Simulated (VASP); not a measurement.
Input of a VASP 6.6.1 run:

Contents of INCAR:

```
  PREC = Accurate
  ENCUT = 600
  EDIFF = 1E-6
  ISMEAR = 0
  SIGMA = 0.15
  LREAL = F
  LASPH = T
  NELM = 120
  ALGO = Normal
  ISIF = 2
  LWAVE = F
  LCHARG = F
  GGA = PE
  NBANDS = 36
  GGA_COMPAT = F
```

File KPOINTS:

```
Automatic mesh
0
Gamma
  3 3 4
```

Contents of POSCAR:

```
ZrNb2N3
1.0
    5.4847283532      0.0000000000      0.0000000000
   -2.7423641766      4.7499140867      0.0000000000
    0.0000000000      0.0000000000      2.8845024606
Zr Nb N
1 2 3
Direct
    0.0000000000      0.0000000000      0.0000000000
    0.6666666667      0.3333333333      0.0000000000
    0.3333333333      0.6666666667      0.0000000000
    0.5000000000      0.5000000000      0.5000000000
    0.5000000000      0.0000000000      0.5000000000
    0.0000000000      0.5000000000      0.5000000000
```

Potentials or basis: VASP PAW PBE potentials, release 64 (Zr_sv, Nb_sv, N).

Launch:

```sh
$ cat potpaw_PBE.64/Zr_sv/POTCAR potpaw_PBE.64/Nb_sv/POTCAR potpaw_PBE.64/N/POTCAR > POTCAR
$ mpirun -np 1 vasp_std > vasp.out
```

(1) Predict the pressure.

(2) What does it give for the band gap on the k mesh?

Answers

(1) -0.4 GPa.

(2) zero (an odd number of electrons rules out a gap without spin polarisation).

Caveat: the k points lie up to 0.54 Å⁻¹ apart, too coarse for converged energies and pressures of a metal.
